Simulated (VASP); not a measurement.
# Mg (P6_3/mmc) in VASP: a series of runs, part 3 of 3

VASP 6.6.1. Earlier steps stand in the parts before.

## Step 6: Relaxation of cell and atoms, PBE

INCAR

```
SYSTEM = Mg
ALGO = Fast
EDIFF = 1E-6
EDIFFG = -0.01
ENCUT = 600
GGA = PE
IBRION = 2
ISIF = 3
ISMEAR = 0
LASPH = .True.
LCHARG = .False.
LREAL = .False.
LWAVE = .False.
NELM = 100
NSW = 100
PREC = Accurate
SIGMA = 0.1
```

KPOINTS

```
k-points
0
Gamma
  18 18 6
  0 0 0
```

POSCAR

```
Mg
1.0
    3.1768261656      0.0000000000      0.0000000000
   -1.5884130828      2.7512121628      0.0000000000
    0.0000000000      0.0000000000     10.3188620100
Mg
4
Direct
    0.0000000000      0.0000000000      0.0000000000
    0.3333333300      0.6666666700      0.2500000000
    0.0000000000      0.0000000000      0.5000000000
    0.6666666700      0.3333333300      0.7500000000
```

Potentials or basis: VASP PAW PBE potentials, release 64 (Mg).

Command:

```sh
$ cat potpaw_PBE.64/Mg/POTCAR > POTCAR
$ mpirun -np 1 vasp_std > vasp.out
```

OUTCAR:

```text
SYSTEM = Mg
   EDIFF = 1E-6
   EDIFFG = -0.01
   ENCUT = 600
   GGA = PE
   IBRION = 2
   ISIF = 3
   ISMEAR = 0
   LASPH = .True.
   LREAL = .False.
   NELM = 100
   NSW = 100
   PREC = Accurate

 ion  position               nearest neighbor table
   1  0.000  0.000  0.000-   2 3.17   4 3.17   2 3.17   4 3.17   4 3.17   2 3.17
   2  0.333  0.667  0.250-   1 3.17   3 3.17   1 3.17   3 3.17   1 3.17   3 3.17
   3  0.000  0.000  0.500-   2 3.17   4 3.17   2 3.17   4 3.17   4 3.17   2 3.17
   4  0.667  0.333  0.750-   1 3.17   3 3.17   1 3.17   3 3.17   1 3.17   3 3.17

  LATTYP: Found a hexagonal cell.
 ALAT       =     3.1768261656
 C/A-ratio  =     3.2481670296

  Lattice vectors:

 A1 = (   3.1768261656,   0.0000000000,   0.0000000000)
 A2 = (  -1.5884130828,   2.7512121628,   0.0000000000)
 A3 = (   0.0000000000,   0.0000000000,  10.3188620100)

Analysis of symmetry for initial positions (statically):
=====================================================================
 Subroutine PRICEL returns:
 Original cell was already a primitive cell.

 Routine SETGRP: Setting up the symmetry group for a
 hexagonal supercell.

 Subroutine GETGRP returns: Found 24 space group operations
 (whereof 12 operations were pure point group operations)
 out of a pool of 24 trial point group operations.

The static configuration has the point symmetry D_3d.
[... 178 lines left out ...]
  Total        0.3459425      0.3459425      0.4001375      0.0000000     -0.0000000      0.0000000
  in kB        6.1456126      6.1456126      7.1083783      0.0000000     -0.0000000      0.0000000
  external PRESSURE =       6.4665345 kB  Pullay stress =       0.0000000 kB
[... 63 lines left out ...]
--------------------------------------- Ionic step        3  -------------------------------------------

 number of electron       8.0000000 magnetization

 Free energy of the ion-electron system (eV)
  ---------------------------------------------------
  ext. energy  EPLUGINS =         0.00000000
  ---------------------------------------------------
  free energy    TOTEN  =        -6.00924433 eV

  energy without entropy =       -6.00025579  energy(sigma->0) =       -6.00475006

 E-fermi :   2.6070     XC(G=0):  -8.4927

 val. band max:        2.6024226794   @ k =   0.4444  -0.0000   0.1667
 cond. band min:       2.6175392783   @ k =   0.3333   0.3333   0.3333
 fundamental gap:      0.0151165989
 Fermi energy:         2.6070061771

 k-point     1 :       0.0000    0.0000    0.0000
  band No.  band energies     occupation
      1      -4.2981      2.00000
      2      -2.9091      2.00000
      3      -2.9080      2.00000
      4       0.9439      2.00000
      5       1.3823      2.00000
      6       7.6424      0.00000
      7       7.6513      0.00000
      8      13.6331      0.00000
[... 243 lines left out ...]
 k-point    24 :       0.3889    0.1111    0.0000
  band No.  band energies     occupation
      1      -0.3065      2.00000
      2       0.9985      2.00000
      3       1.0074      2.00000
      4       1.7650      2.00000
      5       3.1236      0.00000
      6       3.1445      0.00000
      7       4.6994      0.00000
      8       5.3018      0.00000

 [... further k-points ...]
[... 5 lines left out ...]
  --------------------------------------------------------------------------------------
  -------------------------------------------------------------------------------------
  Total       -0.0171359     -0.0171359      0.0200329      0.0000000     -0.0000000      0.0000000
  in kB       -0.2991085     -0.2991085      0.3496756      0.0000000     -0.0000000      0.0000000
  external PRESSURE =      -0.0828471 kB  Pullay stress =       0.0000000 kB
[... 19 lines left out ...]
  FREE ENERGIE OF THE ION-ELECTRON SYSTEM (eV)
  ---------------------------------------------------
  free  energy   TOTEN  =        -6.0092443307 eV

  energy  without entropy=       -6.0002557933  energy(sigma->0) =       -6.00475006

 reached required accuracy - stopping structural energy minimisation
```

CONTCAR:

```text
Mg
   1.00000000000000
     3.1945832508784546    0.0000000000000000    0.0000000000000000
    -1.5972916254392273    2.7665902497480279    0.0000000000000000
     0.0000000000000000   -0.0000000000000000   10.3855757653769079
  Mg
     4
Direct
     0.0000000000000000    1.0000000000000000    0.0000000000000000
     0.3333333300000021    0.6666666699999979    0.2500000000000000
     0.0000000000000000    1.0000000000000000    0.5000000000000000
     0.6666666699999979    0.3333333300000021    0.7500000000000000

  0.00000000E+00  0.00000000E+00  0.00000000E+00
  0.00000000E+00  0.00000000E+00  0.00000000E+00
  0.00000000E+00  0.00000000E+00  0.00000000E+00
  0.00000000E+00  0.00000000E+00  0.00000000E+00
```

It took 7 min on 1 thread of AMD EPYC 7R13, shared host; peak memory 0.31 GiB.

What came out:

```
Free energy                            : -6.0092 eV
Relaxed volume                         : 22.95 Å³/atom
Relaxed cell                           : a = 3.195 Å, b = 3.195 Å, c = 10.386 Å, α = 90.00°, β = 90.00°, γ = 120.00°
Space group after relaxing (to 0.05 Å) : P6_3/mmc (No. 194)
Energy gained by relaxing              : 0.8 meV/atom
Ionic steps                            : 3
Pressure after relaxing                : 0.0 GPa
Band gap on the k mesh                 : zero (band 4 reaches 3.61 eV, above the bottom of band 5 at 1.38 eV)
```

The path:
```tsv
step	energy change (eV)	largest force (eV/Å)	pressure (GPa)	volume (Å³)
1	0.0000	0.0000	0.65	90.19
2	-0.0030	0.0000	0.15	91.38
3	-0.0032	0.0000	-0.01	91.79
```

Final structure:
```yaml
crystal:
  lattice:
    - [3.19458, 0.00000, 0.00000]
    - [-1.59729, 2.76659, 0.00000]
    - [0.00000, 0.00000, 10.38558]
  atoms:
    - { symbol: Mg, position: [0.00000, 0.00000, 0.00000] }
    - { symbol: Mg, position: [0.33333, 0.66667, 0.25000] }
    - { symbol: Mg, position: [0.00000, 0.00000, 0.50000] }
    - { symbol: Mg, position: [0.66667, 0.33333, 0.75000] }
```

## Step 7: The runs side by side

```csv
task,cell,k mesh,cutoff (eV),gap on the mesh (eV),pressure (GPa),relaxed volume (Å³/atom)
single point,"a = 3.177, b = 3.177, c = 10.319 Å, angles 90.0, 90.0, 120.0°, 4 atoms",6 × 6 × 2,520,none,0.6,-
single point,"a = 3.197, b = 3.197, c = 10.404 Å, angles 90.0, 90.0, 120.0°, 4 atoms",18 × 18 × 6,520,none,-0.1,-
single point,"a = 3.196, b = 3.196, c = 5.188 Å, angles 90.0, 90.0, 120.0°, 2 atoms",21 × 21 × 12,520,none,-0.1,-
relaxation of cell and atoms,"relaxed from a = 3.172, b = 3.172, c = 5.141 Å, angles 90.0, 90.0, 120.0°, 2 atoms",21 × 21 × 12,600,none,0.0,22.87
relaxation of cell and atoms,"relaxed from a = 3.177, b = 3.177, c = 10.319 Å, angles 90.0, 90.0, 120.0°, 4 atoms",18 × 18 × 6,600,none,0.0,22.95
```

Alike in all rows: level PBE; potentials or basis VASP PAW PBE potentials, release 64 (Mg); no spin polarisation; smearing gaussian 0.1 eV.

Caveats: some runs use coarse meshes.

Total energies depend on the potentials used, so only differences within one code and one set of settings carry meaning.
